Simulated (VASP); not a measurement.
MnS:

```
Mn S
1.0
     0.00000    2.47346    2.47346
     2.47346    0.00000    2.47346
     2.47346    2.47346    0.00000
Mn S
1 1
Direct
  0.00000 0.00000 0.00000
  0.75000 0.75000 0.75000
```

```yaml
Program: VASP 6.6.1
Task: relaxation of cell and atoms
Functional: RPBE
Potentials_or_basis: VASP PAW PBE potentials, release 64 (Mn_pv, S)
Cutoff: 500 eV
k_mesh: 9 × 9 × 9
Occupations: fermi-dirac, width 0.05 eV
Spin: collinear spin, ferromagnetic start
Starting_moments: "[4.0, 0.0] μB"
```

At the start: pressure 6.1 GPa; volume 15.13 Å³/atom.

**Question.** Where does the relaxation end?

**Answer.** Over 3 steps the energy falls by 12.8 meV/atom and the volume is 15.83 Å³/atom (+4.6 %); space group F-43m (No. 216, to 0.05 Å); moment 0.25 μB per cell.

Step by step:
| step | energy change (eV) | largest force (eV/Å) | pressure (GPa) | volume (Å³) |
| --- | --- | --- | --- | --- |
| 1 | 0.0000 | 0.0000 | 6.15 | 30.27 |
| 2 | -0.0086 | 0.0000 | -4.29 | 32.88 |
| 3 | -0.0256 | 0.0000 | -0.03 | 31.66 |

Final structure:
```yaml
crystal:
  lattice:
    - [0.00000, 2.51095, 2.51095]
    - [2.51095, 0.00000, 2.51095]
    - [2.51095, 2.51095, 0.00000]
  atoms:
    - { symbol: Mn, position: [0.00000, 0.00000, 0.00000] }
    - { symbol: S, position: [0.75000, 0.75000, 0.75000] }
```

Caveat: the PAW data sets were made with another functional, which shifts forces and pressure a little; the moment fell far below its start of 4 μB, so a state of higher moment may lie lower in energy.
